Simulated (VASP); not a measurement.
Here is a VASP 6.6.1 calculation.

INCAR

```
SYSTEM = W3I
PREC = Accurate
ENCUT = 600
EDIFF = 1E-7
ISMEAR = 0
SIGMA = 0.1
LREAL = .False.
LASPH = .True.
NELM = 100
ALGO = Normal
ISIF = 3
LWAVE = .False.
LCHARG = .False.
GGA = PE
IBRION = 2
NSW = 100
EDIFFG = -0.01
```

KPOINTS

```
Automatic mesh
0
Gamma
  12 12 12
  0 0 0
```

Contents of POSCAR:

```
W3I
1.0
    4.1653406153      0.0000000000      0.0000000000
    0.0000000000      4.1653406153      0.0000000000
    0.0000000000      0.0000000000      4.1653406153
W I
3 1
Direct
    0.0000000000      0.5000000000      0.5000000000
    0.5000000000      0.0000000000      0.5000000000
    0.5000000000      0.5000000000      0.0000000000
    0.0000000000      0.0000000000      0.0000000000
```

Potentials or basis: VASP PAW PBE potentials, release 64 (W_sv, I).

Run with:

```sh
$ cat potpaw_PBE.64/W_sv/POTCAR potpaw_PBE.64/I/POTCAR > POTCAR
$ mpirun -np 1 vasp_std > vasp.out
```

(1) What does it give for the relaxed cell?

(2) Predict the band gap on the k mesh.

Answers

(1) a = 4.153 Å, b = 4.153 Å, c = 4.153 Å, α = 90.00°, β = 90.00°, γ = 90.00°.

(2) zero (an odd number of electrons rules out a gap without spin polarisation).

Caveat: spin-orbit coupling is left out, which moves the levels of the heavy elements.
